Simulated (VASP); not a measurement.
# Se (Pm-3m) in VASP: further runs

Se is run at these levels: PBE; tasks: single point.

All numbers are computed with VASP 6.6.1; they aren't measurements. Logs are shortened: lines on timing, memory, paths and dates and some standing lists are left out, and cuts for length are marked.

### Step 1. The cell of the first run

Symmetry: Pm-3m, No. 221, cubic system. Conventional cell: a = 2.168 Å, b = 2.168 Å, c = 2.168 Å, α = 90.00°, β = 90.00°, γ = 90.00°. Se (site symmetry m-3m) has 6 Se at 2.17 Å within 2.9 Å.

### Step 2. Single point, PBE (volume scaled by 0.45)

The input, INCAR:

```
PREC = Accurate
ENCUT = 520
EDIFF = 1E-6
ISMEAR = -1
SIGMA = 0.08
LREAL = F
LASPH = T
NELM = 60
ALGO = Normal
ISIF = 2
LWAVE = F
LCHARG = F
GGA = PE
NBANDS = 9
```

The input, KPOINTS:

```
Automatic mesh
0
Gamma
  15 15 15
```

The input, POSCAR:

```
Se
1.0
    2.1679268706      0.0000000000      0.0000000000
    0.0000000000      2.1679268706      0.0000000000
    0.0000000000      0.0000000000      2.1679268706
Se
1
Direct
    0.0000000000      0.0000000000      0.0000000000
```

Potentials or basis: VASP PAW PBE potentials, release 64 (Se).

Launch:

```bash
$ cat potpaw_PBE.64/Se/POTCAR > POTCAR
$ mpirun -np 1 vasp_std > vasp.out
```

OUTCAR:

```text
PREC = Accurate
   ENCUT = 520
   EDIFF = 1E-6
   ISMEAR = -1
   LREAL = F
   LASPH = T
   NELM = 60
   ISIF = 2
   GGA = PE

 ion  position               nearest neighbor table
   1  0.000  0.000  0.000-

  LATTYP: Found a simple cubic cell.
 ALAT       =     2.1679268706

  Lattice vectors:

 A1 = (   2.1679268706,   0.0000000000,   0.0000000000)
 A2 = (   0.0000000000,   2.1679268706,   0.0000000000)
 A3 = (   0.0000000000,   0.0000000000,   2.1679268706)

Analysis of symmetry for initial positions (statically):
=====================================================================
 Subroutine PRICEL returns:
 Original cell was already a primitive cell.

 Routine SETGRP: Setting up the symmetry group for a
 simple cubic supercell.

 Subroutine GETGRP returns: Found 48 space group operations
 (whereof 48 operations were pure point group operations)
 out of a pool of 48 trial point group operations.

The static configuration has the point symmetry O_h .

Analysis of symmetry for dynamics (positions and initial velocities):
=====================================================================
 Subroutine PRICEL returns:
 Original cell was already a primitive cell.

 Routine SETGRP: Setting up the symmetry group for a
 simple cubic supercell.

 Subroutine GETGRP returns: Found 48 space group operations
 (whereof 48 operations were pure point group operations)
 out of a pool of 48 trial point group operations.

The dynamic configuration has the point symmetry O_h .

 Subroutine INISYM returns: Found 48 space group operations
 (whereof 48 operations are pure point group operations),
 and found     1 'primitive' translations

----------------------------------------------------------------------------------------

                                     Primitive cell

  volume of cell :      10.1891

  direct lattice vectors                    reciprocal lattice vectors
     2.167926871  0.000000000  0.000000000     0.461270172  0.000000000  0.000000000
     0.000000000  2.167926871  0.000000000     0.000000000  0.461270172  0.000000000
     0.000000000  0.000000000  2.167926871     0.000000000  0.000000000  0.461270172

  length of vectors
     2.167926871  2.167926871  2.167926871     0.461270172  0.461270172  0.461270172

  position of ions in fractional coordinates (direct lattice)
     0.000000000  0.000000000  0.000000000

  ion indices of the primitive-cell ions
   primitive index   ion index
                 1           1

----------------------------------------------------------------------------------------

 KPOINTS: Automatic mesh

Automatic generation of k-mesh.
 Grid dimensions read from file:
 generate k-points for:   15   15   15

 Generating k-lattice:

  Cartesian coordinates                     Fractional coordinates (reciprocal lattice)
     0.030751345  0.000000000  0.000000000     0.066666667  0.000000000  0.000000000
     0.000000000  0.030751345  0.000000000     0.000000000  0.066666667  0.000000000
     0.000000000  0.000000000  0.030751345     0.000000000  0.000000000  0.066666667

  Length of vectors
     0.030751345  0.030751345  0.030751345

  Shift w.r.t. Gamma in fractional coordinates (k-lattice)
     0.000000000  0.000000000  0.000000000

 Subroutine IBZKPT returns following result:
 ===========================================

 Found    120 irreducible k-points:

 Following reciprocal coordinates:
            Coordinates               Weight
  0.000000  0.000000  0.000000      1.000000
  0.066667  0.000000  0.000000      6.000000
  0.133333  0.000000  0.000000      6.000000
  0.200000  0.000000  0.000000      6.000000
  0.266667  0.000000  0.000000      6.000000
  0.333333  0.000000  0.000000      6.000000
[... 16 lines left out ...]
  0.266667  0.200000  0.000000     24.000000
  0.333333  0.200000  0.000000     24.000000
 [... further k-points ...]
   k-points           NKPTS =    120   k-points in BZ     NKDIM =    120   number of bands    NBANDS=      9
   number of dos      NEDOS =    301   number of ions     NIONS =      1
   total plane-waves  NPLWV =   4096
   dimension x,y,z NGX =    16 NGY =   16 NGZ =   16
   dimension x,y,z NGXF=    32 NGYF=   32 NGZF=   32
   ions per type =               1
   NGX,Y,Z   is equivalent  to a cutoff of  12.27, 12.27, 12.27 a.u.
   NGXF,Y,Z  is equivalent  to a cutoff of  24.54, 24.54, 24.54 a.u.
 SYSTEM =  unknown system
   PREC   = accura    normal or accurate (medium, high low for compatibility)
   ISTART =      0    job   : 0-new  1-cont  2-samecut
   ICHARG =      2    charge: 1-file 2-atom 10-const
   ISPIN  =      1    spin polarized calculation?
   LNONCOLLINEAR =      F non collinear calculations
   LSORBIT =      F    spin-orbit coupling
   LASPH  =      T    aspherical Exc in radial PAW
   ENCUT  =  520.0 eV  38.22 Ry    6.18 a.u.   4.03  4.03  4.03*2*pi/ulx,y,z
   NELM   =     60;   NELMIN=  2; NELMDL= -5     # of ELM steps
   EDIFF  = 0.1E-05   stopping-criterion for ELM
   LREAL  =      F    real-space projection
   EDIFFG = 0.1E-04   stopping-criterion for IOM
   NSW    =      0    number of steps for IOM
   IBRION =     -1    ionic relax: 0-MD 1-quasi-New 2-CG
   NFREE  =      0    steps in history (QN), initial steepest desc. (CG)
   ISIF   =      2    stress and relaxation
   ISYM   =      2    0-nonsym 1-usesym 2-fastsym
   POTIM  = 0.5000    time-step for ionic-motion
   TEBEG  =    0.0;   TEEND  =   0.0 temperature during run
   PSTRESS=    0.0 pullay stress
   NELECT =       6.0000    total number of electrons
   NUPDOWN=      -1.0000    fix difference up-down
   EMIN   =  10.00;   EMAX   =-10.00  energy-range for DOS
   EFERMI =   0.00;   METHOD = LEGACY
   ISMEAR =    -1;   SIGMA  =   0.08  broadening in eV -4-tet -1-fermi 0-gaus
   EFERMI_NEDOS =   21; number of points for ismear=-14 and -15
   IALGO  =     38    algorithm
   IMIX   =      4    mixing-type and parameters
     AMIX     =   0.40;   BMIX     =  1.00
     AMIX_MAG =   1.60;   BMIX_MAG =  1.00
  volume/ion in A,a.u.               =      10.19        68.76
  Fermi-wavevector in a.u.,A,eV,Ry     =   1.372189  2.593061 25.618448  1.882903
  Thomas-Fermi vector in A             =   2.497818
   LORBIT       =      0    0 simple, 1 ext, 2 COOP (PROOUT), +10 PAW based schemes
   GGA     = PE    functional components
   LHFCALC =     F    Hartree Fock is set to
   AEXX    =    0.0000 exact exchange contribution
   IVDW    =     0    specifies the selected vdW correction
   LEPSILON=     F    determine dielectric tensor
   LRPA    =     F    only Hartree local field effects (RPA)
 non-spin polarized calculation
  energy-cutoff  :      520.00
  volume of cell :       10.19
 maximum number of plane-waves:       289
   NGX =  9   NGY =  9   NGZ =  9

 number of electron       6.0000002 magnetization

 Free energy of the ion-electron system (eV)
  ---------------------------------------------------
  ext. energy  EPLUGINS =         0.00000000
  ---------------------------------------------------
  free energy    TOTEN  =         2.41179624 eV

  energy without entropy =        2.42087056  energy(sigma->0) =        2.41633340

 E-fermi :  17.8322     XC(G=0): -13.8667

 val. band max:       17.8251645685   @ k =   0.4000   0.2667   0.2667
 cond. band min:      17.8528600929   @ k =   0.4000   0.3333   0.2667
 fundamental gap:      0.0276955245
 Fermi energy:        17.8321695056

 k-point     1 :       0.0000    0.0000    0.0000
  band No.  band energies     occupation
      1      -8.8865      2.00000
      2      21.1328      0.00000
      3      21.1328      0.00000
      4      21.1328      0.00000
      5      24.2539      0.00000
      6      24.2539      0.00000
      7      32.2510      0.00000
      8      51.1037      0.00000
      9      51.1037      0.00000

 k-point     2 :       0.0667    0.0000    0.0000
  band No.  band energies     occupation
      1      -8.7470      2.00000
      2      18.7789      0.00001
      3      21.2712      0.00000
      4      21.2712      0.00000
      5      24.3668      0.00000
      6      26.2905      0.00000
      7      32.8635      0.00000
      8      48.7586      0.00000
      9      48.7586      0.00000

 k-point     3 :       0.1333    0.0000    0.0000
  band No.  band energies     occupation
      1      -8.3290      2.00000
      2      15.3759      2.00000
      3      21.6816      0.00000
      4      21.6816      0.00000
      5      24.7038      0.00000
      6      28.4779      0.00000
      7      34.9453      0.00000
      8      45.6313      0.00000
      9      45.6313      0.00000

 k-point     4 :       0.2000    0.0000    0.0000
  band No.  band energies     occupation
      1      -7.6344      2.00000
      2      12.0253      2.00000
      3      22.3482      0.00000
      4      22.3482      0.00000
      5      25.2576      0.00000
      6      29.8441      0.00000
      7      38.2718      0.00000
      8      42.6172      0.00000
      9      42.6173      0.00000

 k-point     5 :       0.2667    0.0000    0.0000
  band No.  band energies     occupation
      1      -6.6690      2.00000
      2       8.8696      2.00000
      3      23.2391      0.00000
      4      23.2391      0.00000
      5      26.0110      0.00000
      6      30.9074      0.00000
      7      39.8303      0.00000
      8      39.8303      0.00000
      9      41.0162      0.00000

 k-point     6 :       0.3333    0.0000    0.0000
  band No.  band energies     occupation
      1      -5.4502      2.00000
      2       5.9776      2.00000
      3      24.2891      0.00000
      4      24.2891      0.00000
      5      26.9217      0.00000
      6      31.9459      0.00000
      7      37.3545      0.00000
      8      37.3545      0.00000
      9      38.4974      0.00000
[... 169 lines left out ...]
 k-point    21 :       0.4667    0.1333    0.0000
  band No.  band energies     occupation
      1      -2.1713      2.00000
      2       2.0835      2.00000
      3      20.6934      0.00000
      4      26.6851      0.00000
      5      26.9286      0.00000
      6      32.2284      0.00000
      7      34.5599      0.00000
      8      35.1894      0.00000
      9      41.6494      0.00000

 k-point    22 :       0.2000    0.2000    0.0000
  band No.  band energies     occupation
      1      -6.3851      2.00000
      2      12.2870      2.00000
      3      14.3168      2.00000
      4      23.5668      0.00000
      5      28.4119      0.00000
      6      33.2223      0.00000
      7      37.1134      0.00000
      8      40.6165      0.00000
      9      43.2631      0.00000

 k-point    23 :       0.2667    0.2000    0.0000
  band No.  band energies     occupation
      1      -5.4222      2.00000
      2       9.8750      2.00000
      3      14.4801      2.00000
      4      24.4612      0.00000
      5      28.5470      0.00000
      6      31.1797      0.00000
      7      38.8970      0.00000
      8      40.8530      0.00000
      9      42.5882      0.00000

 k-point    24 :       0.3333    0.2000    0.0000
  band No.  band energies     occupation
      1      -4.2065      2.00000
      2       7.0989      2.00000
      3      15.4570      2.00000
      4      25.5179      0.00000
      5      26.9843      0.00000
      6      31.2482      0.00000
      7      38.3952      0.00000
      8      38.8916      0.00000
      9      42.9050      0.00000

 [... further k-points ...]

------------------------ aborting loop because EDIFF is reached ----------------------------------------

  FORCE on cell =-STRESS in cart. coord.  units (eV):
  Direction    XX          YY          ZZ          XY          YZ          ZX
  --------------------------------------------------------------------------------------
  -------------------------------------------------------------------------------------
  Total       18.0226342     18.0226342     18.0226342     -0.0000000      0.0000000     -0.0000000
  in kB     2833.9681558   2833.9681558   2833.9681558     -0.0000000      0.0000000     -0.0000000
  external PRESSURE =    2833.9681558 kB  Pullay stress =       0.0000000 kB

 VOLUME and BASIS-vectors are now :
 -----------------------------------------------------------------------------
  energy-cutoff  :      520.00
  volume of cell :       10.19
      direct lattice vectors                 reciprocal lattice vectors
     2.167926871  0.000000000  0.000000000     0.461270172  0.000000000  0.000000000
     0.000000000  2.167926871  0.000000000     0.000000000  0.461270172  0.000000000
     0.000000000  0.000000000  2.167926871     0.000000000  0.000000000  0.461270172

 POSITION                                       TOTAL-FORCE (eV/Angst)
 -----------------------------------------------------------------------------------
      0.00000      0.00000      0.00000         0.000000      0.000000      0.000000
 -----------------------------------------------------------------------------------
    total drift:                               -0.000000     -0.000000     -0.000000

  FREE ENERGIE OF THE ION-ELECTRON SYSTEM (eV)
  ---------------------------------------------------
  free  energy   TOTEN  =         2.4117962424 eV

  energy  without entropy=        2.4208705609  energy(sigma->0) =        2.41633340
```

Wall time 3.1 s (1 thread of Intel Xeon Platinum 8559C (Emerald Rapids), shared host); peak memory 0.12 GiB.

Results:

```
Free energy            : 2.4118 eV
Pressure               : 283.4 GPa
Band gap on the k mesh : zero (band 3 reaches 26.12 eV, above the bottom of band 4 at 14.73 eV)
```

Levels at points of the mesh, in eV from the Fermi level:
```csv
k point,band 1,band 2,band 3,band 4,band 5,band 6,band 7,band 8
"(0.00, 0.00, 0.00)",-26.72,3.30,3.30,3.30,6.42,6.42,14.42,33.27
```

### Step 3. Single point, PBE (volume scaled by 0.45, source ansatz)

The input, INCAR:

```
SYSTEM = Se
PREC = Accurate
ENCUT = 520
EDIFF = 1E-6
ISMEAR = -1
SIGMA = 0.08
LREAL = .False.
LASPH = .True.
NELM = 100
ALGO = Normal
ISIF = 2
LWAVE = .False.
LCHARG = .True.
GGA = PE
LELF = .True.
LVHAR = .True.
NBANDS = 9
```

The input, KPOINTS:

```
regular mesh
0
Gamma
  15 15 15
  0 0 0
```

POSCAR is that of step 2.

Potentials or basis: VASP PAW PBE potentials, release 64 (Se).

Launch:

```bash
$ cat potpaw_PBE.64/Se/POTCAR > POTCAR
$ mpirun -np 1 vasp_std > vasp.out
```

It took 3.2 s on 1 thread of Intel Xeon Platinum 8559C (Emerald Rapids), shared host; peak memory 0.11 GiB.

The run converged. Its results:

| Item | Value |
| --- | --- |
| Free energy | 2.4118 eV |
| Pressure | 283.4 GPa |
| Band gap on the k mesh | zero (band 3 reaches 26.12 eV, above the bottom of band 4 at 14.73 eV) |

Levels at points of the mesh, in eV from the Fermi level:
| k point | band 1 | band 2 | band 3 | band 4 | band 5 | band 6 |
| --- | --- | --- | --- | --- | --- | --- |
| (0.00, 0.00, 0.00) | -26.72 | 3.30 | 3.30 | 3.30 | 6.42 | 6.42 |
